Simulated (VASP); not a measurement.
# Cd3TeSe2 (P3m1) in VASP: further runs

Cd3TeSe2 is run at these levels: PBE; tasks: single point.

Everything below comes from runs of VASP 6.6.1. Logs are shortened: lines on timing, memory, paths and dates and some standing lists are left out, and cuts for length are marked.

**1. The cell of the first run**

Symmetry: P3m1, No. 156, trigonal system. The conventional cell has a = 4.253 Å, b = 4.253 Å, c = 20.822 Å, α = 90.00°, β = 90.00°, γ = 120.00°. Within 3.4 Å of Cd (site symmetry 3m) lie 4 Se at 2.60 Å. Cd (site symmetry 3m) has 1 Te at 2.60 Å and 3 Se at 2.60 Å within 3.4 Å. Within 3.4 Å of Cd (site symmetry 3m) lie 1 Se at 2.60 Å and 3 Te at 2.60 Å. Cd (site symmetry 3m) has 4 Se at 2.60 Å within 3.4 Å. Cd (site symmetry 3m) has 4 Te at 2.60 Å within 3.4 Å. Cd (site symmetry 3m) has 4 Se at 2.60 Å within 3.4 Å. Within 3.4 Å of Te (site symmetry 3m) lie 4 Cd at 2.60 Å. Within 3.4 Å of Te (site symmetry 3m) lie 4 Cd at 2.60 Å.

**2. Single point, PBE**

Contents of INCAR:

```
ALGO = Normal
EDIFF = 1E-7
ENCUT = 520
GGA = PE
ISIF = 2
ISMEAR = 0
LASPH = True
LCHARG = False
LREAL = False
LWAVE = False
NBANDS = 66
NELM = 100
PREC = Accurate
SIGMA = 0.1
```

Contents of KPOINTS:

```
k-points
0
Gamma
  6 6 1
```

Contents of POSCAR:

```
Cd3TeSe2
1.0
    4.2528687500      0.0000000000      0.0000000000
   -2.1264343800      3.6830923800      0.0000000000
    0.0000000000      0.0000000000     20.8221880400
Cd Te Se
6 2 4
Direct
    0.6666666700      0.3333333300      0.0000000000
    0.6666666700      0.3333333300      0.3333333300
    0.6666666700      0.3333333300      0.6666666700
    0.3333333300      0.6666666700      0.1666666700
    0.3333333300      0.6666666700      0.5000000000
    0.3333333300      0.6666666700      0.8333333300
    0.6666666700      0.3333333300      0.4583333300
    0.3333333300      0.6666666700      0.6250000000
    0.6666666700      0.3333333300      0.1250000000
    0.6666666700      0.3333333300      0.7916666700
    0.3333333300      0.6666666700      0.2916666700
    0.3333333300      0.6666666700      0.9583333300
```

Potentials or basis: VASP PAW PBE potentials, release 64 (Cd, Te, Se).

Launch:

```console
cat potpaw_PBE.64/Cd/POTCAR potpaw_PBE.64/Te/POTCAR potpaw_PBE.64/Se/POTCAR > POTCAR
mpirun -np 1 vasp_std > vasp.out
```

OUTCAR:

```text
EDIFF = 1E-7
   ENCUT = 520
   GGA = PE
   ISIF = 2
   ISMEAR = 0
   LASPH = True
   LREAL = False
   NELM = 100
   PREC = Accurate

 ion  position               nearest neighbor table
   1  0.667  0.333  0.000-   9 2.60  12 2.60  12 2.60  12 2.60
   2  0.667  0.333  0.333-   7 2.60  11 2.60  11 2.60  11 2.60
   3  0.667  0.333  0.667-  10 2.60   8 2.60   8 2.60   8 2.60
   4  0.333  0.667  0.167-  11 2.60   9 2.60   9 2.60   9 2.60
   5  0.333  0.667  0.500-   8 2.60   7 2.60   7 2.60   7 2.60
   6  0.333  0.667  0.833-  12 2.60  10 2.60  10 2.60  10 2.60
   7  0.667  0.333  0.458-   2 2.60   5 2.60   5 2.60   5 2.60
   8  0.333  0.667  0.625-   5 2.60   3 2.60   3 2.60   3 2.60
   9  0.667  0.333  0.125-   1 2.60   4 2.60   4 2.60   4 2.60
  10  0.667  0.333  0.792-   3 2.60   6 2.60   6 2.60   6 2.60
  11  0.333  0.667  0.292-   4 2.60   2 2.60   2 2.60   2 2.60
  12  0.333  0.667  0.958-   6 2.60   1 2.60   1 2.60   1 2.60

  LATTYP: Found a hexagonal cell.
 ALAT       =     4.2528687500
 C/A-ratio  =     4.8960335397

  Lattice vectors:

 A1 = (   4.2528687500,   0.0000000000,   0.0000000000)
 A2 = (  -2.1264343800,   3.6830923800,   0.0000000000)
 A3 = (   0.0000000000,   0.0000000000,  20.8221880400)

Analysis of symmetry for initial positions (statically):
=====================================================================
 Subroutine PRICEL returns:
 Original cell was already a primitive cell.

 Routine SETGRP: Setting up the symmetry group for a
 hexagonal supercell.

 Subroutine GETGRP returns: Found  6 space group operations
 (whereof  6 operations were pure point group operations)
 out of a pool of 24 trial point group operations.

The static configuration has the point symmetry C_3v.

Analysis of symmetry for dynamics (positions and initial velocities):
=====================================================================
 Subroutine PRICEL returns:
 Original cell was already a primitive cell.

 Routine SETGRP: Setting up the symmetry group for a
 hexagonal supercell.

 Subroutine GETGRP returns: Found  6 space group operations
 (whereof  6 operations were pure point group operations)
 out of a pool of 24 trial point group operations.

The dynamic configuration has the point symmetry C_3v.

 Subroutine INISYM returns: Found  6 space group operations
 (whereof  6 operations are pure point group operations),
 and found     1 'primitive' translations

----------------------------------------------------------------------------------------

                                     Primitive cell

  volume of cell :     326.1527

  direct lattice vectors                    reciprocal lattice vectors
     4.252868750  0.000000000  0.000000000     0.235135401  0.135755487  0.000000000
    -2.126434380  3.683092380  0.000000000     0.000000000  0.271510974  0.000000000
     0.000000000  0.000000000 20.822188040     0.000000000  0.000000000  0.048025693

  length of vectors
     4.252868750  4.252868756 20.822188040     0.271510975  0.271510974  0.048025693

  position of ions in fractional coordinates (direct lattice)
     0.666666670  0.333333330  0.000000000
     0.666666670  0.333333330  0.333333330
     0.666666670  0.333333330  0.666666670
     0.333333330  0.666666670  0.166666670
     0.333333330  0.666666670  0.500000000
     0.333333330  0.666666670  0.833333330
     0.666666670  0.333333330  0.458333330
     0.333333330  0.666666670  0.625000000
     0.666666670  0.333333330  0.125000000
     0.666666670  0.333333330  0.791666670
     0.333333330  0.666666670  0.291666670
     0.333333330  0.666666670  0.958333330

  ion indices of the primitive-cell ions
   primitive index   ion index
                 1           1
                 2           2
                 3           3
                 4           4
                 5           5
                 6           6
                 7           7
                 8           8
                 9           9
                10          10
                11          11
                12          12

----------------------------------------------------------------------------------------

 KPOINTS: k-points

Automatic generation of k-mesh.
 Grid dimensions read from file:
 generate k-points for:    6    6    1

 Generating k-lattice:

  Cartesian coordinates                     Fractional coordinates (reciprocal lattice)
     0.039189234  0.022625915  0.000000000     0.166666667  0.000000000  0.000000000
     0.000000000  0.045251829  0.000000000     0.000000000  0.166666667  0.000000000
     0.000000000  0.000000000  0.048025693     0.000000000  0.000000000  1.000000000

  Length of vectors
     0.045251829  0.045251829  0.048025693

  Shift w.r.t. Gamma in fractional coordinates (k-lattice)
     0.000000000  0.000000000  0.000000000

 Subroutine IBZKPT returns following result:
 ===========================================

 Found      7 irreducible k-points:

 Following reciprocal coordinates:
            Coordinates               Weight
  0.000000  0.000000  0.000000      1.000000
  0.166667  0.000000  0.000000      6.000000
  0.333333  0.000000  0.000000      6.000000
  0.500000  0.000000  0.000000      3.000000
  0.166667  0.166667  0.000000      6.000000
  0.333333  0.166667  0.000000     12.000000
  0.333333  0.333333  0.000000      2.000000
   k-points           NKPTS =      7   k-points in BZ     NKDIM =      7   number of bands    NBANDS=     66
   number of dos      NEDOS =    301   number of ions     NIONS =     12
   total plane-waves  NPLWV = 163840
   dimension x,y,z NGX =    32 NGY =   32 NGZ =  160
   dimension x,y,z NGXF=    64 NGYF=   64 NGZF=  320
   ions per type =               6   2   4
   NGX,Y,Z   is equivalent  to a cutoff of  12.51, 12.51, 12.77 a.u.
   NGXF,Y,Z  is equivalent  to a cutoff of  25.02, 25.02, 25.55 a.u.
 SYSTEM =  unknown system
   PREC   = accura    normal or accurate (medium, high low for compatibility)
   ISTART =      0    job   : 0-new  1-cont  2-samecut
   ICHARG =      2    charge: 1-file 2-atom 10-const
   ISPIN  =      1    spin polarized calculation?
   LNONCOLLINEAR =      F non collinear calculations
   LSORBIT =      F    spin-orbit coupling
   LASPH  =      T    aspherical Exc in radial PAW
   ENCUT  =  520.0 eV  38.22 Ry    6.18 a.u.   7.91  7.91 38.72*2*pi/ulx,y,z
   NELM   =    100;   NELMIN=  2; NELMDL= -5     # of ELM steps
   EDIFF  = 0.1E-06   stopping-criterion for ELM
   LREAL  =      F    real-space projection
   EDIFFG = 0.1E-05   stopping-criterion for IOM
   NSW    =      0    number of steps for IOM
   IBRION =     -1    ionic relax: 0-MD 1-quasi-New 2-CG
   NFREE  =      0    steps in history (QN), initial steepest desc. (CG)
   ISIF   =      2    stress and relaxation
   ISYM   =      2    0-nonsym 1-usesym 2-fastsym
   POTIM  = 0.5000    time-step for ionic-motion
   TEBEG  =    0.0;   TEEND  =   0.0 temperature during run
   PSTRESS=    0.0 pullay stress
   NELECT =     108.0000    total number of electrons
   NUPDOWN=      -1.0000    fix difference up-down
   EMIN   =  10.00;   EMAX   =-10.00  energy-range for DOS
   EFERMI =   0.00;   METHOD = LEGACY
   ISMEAR =     0;   SIGMA  =   0.10  broadening in eV -4-tet -1-fermi 0-gaus
   EFERMI_NEDOS =   21; number of points for ismear=-14 and -15
   IALGO  =     38    algorithm
   IMIX   =      4    mixing-type and parameters
     AMIX     =   0.40;   BMIX     =  1.00
     AMIX_MAG =   1.60;   BMIX_MAG =  1.00
  volume/ion in A,a.u.               =      27.18       183.42
  Fermi-wavevector in a.u.,A,eV,Ry     =   1.132598  2.140300 17.453255  1.282778
  Thomas-Fermi vector in A             =   2.269299
   LORBIT       =      0    0 simple, 1 ext, 2 COOP (PROOUT), +10 PAW based schemes
   GGA     = PE    functional components
   LHFCALC =     F    Hartree Fock is set to
   AEXX    =    0.0000 exact exchange contribution
   IVDW    =     0    specifies the selected vdW correction
   LEPSILON=     F    determine dielectric tensor
   LRPA    =     F    only Hartree local field effects (RPA)
 non-spin polarized calculation
 Gauss-broadening in eV      SIGMA  =   0.10
  energy-cutoff  :      520.00
  volume of cell :      326.15
 maximum number of plane-waves:      8886
 NGX is ok and might be reduce to    32
   NGX = 15   NGY = 15   NGZ = 77

 number of electron     108.0000010 magnetization

 Free energy of the ion-electron system (eV)
  ---------------------------------------------------
  ext. energy  EPLUGINS =         0.00000000
  ---------------------------------------------------
  free energy    TOTEN  =       -29.49774407 eV

  energy without entropy =      -29.49774402  energy(sigma->0) =      -29.49774405

 E-fermi :   2.9251     XC(G=0):  -9.2309

 val. band max:        2.5815747547   @ k =   0.0000   0.0000   0.0000
 cond. band min:       3.2586917524   @ k =   0.0000   0.0000   0.0000
 fundamental gap:      0.6771169976
 Fermi energy:         2.9250548341

 k-point     1 :       0.0000    0.0000    0.0000
  band No.  band energies     occupation
      1     -10.5662      2.00000
      2     -10.4864      2.00000
      3     -10.3619      2.00000
      4     -10.2259      2.00000
      5      -9.7692      2.00000
      6      -9.4488      2.00000
[... 58 lines left out ...]
     65       7.8470      0.00000
     66       7.8470      0.00000

 k-point     2 :       0.1667    0.0000    0.0000
  band No.  band energies     occupation
      1     -10.4796      2.00000
      2     -10.4097      2.00000
      3     -10.2976      2.00000
      4     -10.1792      2.00000
      5      -9.6514      2.00000
      6      -9.3704      2.00000
[... 334 lines left out ...]
     65       7.7082      0.00000
     66       8.0332      0.00000

 k-point     7 :       0.3333    0.3333    0.0000
  band No.  band energies     occupation
      1     -10.1332      2.00000
      2     -10.1149      2.00000
      3     -10.0873      2.00000
      4     -10.0730      2.00000
      5      -9.1771      2.00000
      6      -9.1621      2.00000
[... 58 lines left out ...]
     65       8.6069      0.00000
     66       8.6393      0.00000

------------------------ aborting loop because EDIFF is reached ----------------------------------------

  FORCE on cell =-STRESS in cart. coord.  units (eV):
  Direction    XX          YY          ZZ          XY          YZ          ZX
  --------------------------------------------------------------------------------------
  -------------------------------------------------------------------------------------
  Total       20.8753875     20.8753876     21.4686379     -0.0000000      0.0000000     -0.0000000
  in kB      102.5472864    102.5472866    105.4615421     -0.0000001      0.0000000     -0.0000000
  external PRESSURE =     103.5187050 kB  Pullay stress =       0.0000000 kB

 VOLUME and BASIS-vectors are now :
 -----------------------------------------------------------------------------
  energy-cutoff  :      520.00
  volume of cell :      326.15
      direct lattice vectors                 reciprocal lattice vectors
     4.252868750  0.000000000  0.000000000     0.235135401  0.135755487  0.000000000
    -2.126434380  3.683092380  0.000000000     0.000000000  0.271510974  0.000000000
     0.000000000  0.000000000 20.822188040     0.000000000  0.000000000  0.048025693

 POSITION                                       TOTAL-FORCE (eV/Angst)
 -----------------------------------------------------------------------------------
      2.12643      1.22770      0.00000         0.000000     -0.000000     -0.010639
      2.12643      1.22770      6.94073        -0.000000      0.000000     -1.114393
      2.12643      1.22770     13.88146        -0.000000      0.000000      1.096588
     -0.00000      2.45539      3.47036        -0.000000     -0.000000     -0.017758
     -0.00000      2.45539     10.41109        -0.000000     -0.000000     -0.033607
     -0.00000      2.45539     17.35182        -0.000000      0.000000      0.025268
      2.12643      1.22770      9.54350        -0.000000     -0.000000     -0.167597
     -0.00000      2.45539     13.01387         0.000000     -0.000000      0.245130
      2.12643      1.22770      2.60277         0.000000     -0.000000      0.011211
      2.12643      1.22770     16.48423         0.000000     -0.000000      0.128692
     -0.00000      2.45539      6.07314         0.000000     -0.000000     -0.172497
     -0.00000      2.45539     19.95460        -0.000000     -0.000000      0.009603
 -----------------------------------------------------------------------------------
    total drift:                               -0.000000     -0.000000     -0.000328

  FREE ENERGIE OF THE ION-ELECTRON SYSTEM (eV)
  ---------------------------------------------------
  free  energy   TOTEN  =       -29.4977440698 eV

  energy  without entropy=      -29.4977440232  energy(sigma->0) =      -29.49774405
```

It took 5 min on 1 thread of Intel Xeon 6975P-C, shared host; peak memory 0.47 GiB.

What came out:

```yaml
Free_energy: -29.4977 eV
Pressure: 10.4 GPa
Largest_force: 1.114 eV/Å
Band_gap_on_the_k_mesh: 0.68 eV, direct
```

Forces in eV/Å, atoms in the order of the input:
```
Cd   0.000  0.000 -0.011
Cd   0.000  0.000 -1.114
Cd   0.000  0.000  1.097
Cd   0.000  0.000 -0.018
Cd   0.000  0.000 -0.034
Cd   0.000  0.000  0.025
Te   0.000  0.000 -0.168
Te   0.000  0.000  0.245
Se   0.000  0.000  0.011
Se   0.000  0.000  0.129
Se   0.000  0.000 -0.172
Se   0.000  0.000  0.010
```

Caveat: spin-orbit coupling is left out, which moves the levels of the heavy elements; forces of over 1 eV/Å act on the atoms, so gaps and moduli don't describe the material at rest. PBE gaps usually lie below the measured ones, often by a third to a half.

**3. Single point, PBE**

This run uses another cell than the first one, of 31.84 Å³/atom, 1.172 times its volume.

Contents of INCAR:

```
PREC = Accurate
ENCUT = 520
EDIFF = 1E-7
ISMEAR = 0
SIGMA = 0.1
LREAL = F
LASPH = T
NELM = 100
ALGO = Normal
ISIF = 2
LWAVE = F
LCHARG = F
GGA = PE
NBANDS = 66
```

Contents of KPOINTS:

```
Automatic mesh
0
Gamma
  12 12 2
```

Contents of POSCAR:

```
Cd3TeSe2
1.0
    4.4821365459      0.0000000000      0.0000000000
   -2.2410682730      3.8816441120      0.0000000000
    0.0000000000      0.0000000000     21.9638840370
Cd Te Se
6 2 4
Direct
    0.6666666667      0.3333333333      0.9997839408
    0.6666666667      0.3333333333      0.3197882107
    0.6666666667      0.3333333333      0.6803380023
    0.3333333333      0.6666666667      0.1596527705
    0.3333333333      0.6666666667      0.5004685410
    0.3333333333      0.6666666667      0.8399051477
    0.6666666667      0.3333333333      0.4503993632
    0.3333333333      0.6666666667      0.6302964101
    0.6666666667      0.3333333333      0.1223229512
    0.6666666667      0.3333333333      0.8024029527
    0.3333333333      0.6666666667      0.2822342671
    0.3333333333      0.6666666667      0.9624074428
```

Potentials or basis: VASP PAW PBE potentials, release 64 (Cd, Te, Se).

Launch:

```console
cat potpaw_PBE.64/Cd/POTCAR potpaw_PBE.64/Te/POTCAR potpaw_PBE.64/Se/POTCAR > POTCAR
mpirun -np 1 vasp_std > vasp.out
```

Wall time 29 min (1 thread of Intel Xeon 6975P-C, shared host); peak memory 1 GiB.

Results (log left out):

- Free energy: -31.4352 eV
- Pressure: 0.2 GPa
- Largest force: 0.008 eV/Å

Forces in eV/Å, atoms in the order of the input:
```
Cd   0.000  0.000 -0.003
Cd   0.000  0.000  0.002
Cd   0.000  0.000 -0.002
Cd   0.000  0.000 -0.006
Cd   0.000  0.000  0.005
Cd   0.000  0.000 -0.001
Te   0.000  0.000 -0.001
Te   0.000  0.000 -0.007
Se   0.000  0.000  0.005
Se   0.000  0.000 -0.001
Se   0.000  0.000  0.008
Se   0.000  0.000  0.002
```

Levels at points of the mesh, in eV from the Fermi level:
```csv
k point,band 52,band 53,band 54,band 55,band 56,band 57
"(0.00, 0.00, 0.00)",-0.41,-0.08,-0.08,-0.04,1.13,1.25
"(0.50, 0.00, 0.00)",-1.42,-1.36,-0.92,1.88,2.01,2.37
"(0.00, 0.00, 0.50)",-0.41,-0.08,-0.08,0.52,0.72,1.24
"(0.50, 0.00, 0.50)",-1.49,-1.32,-0.93,2.03,2.16,2.21
```

Caveat: spin-orbit coupling is left out, which moves the levels of the heavy elements.
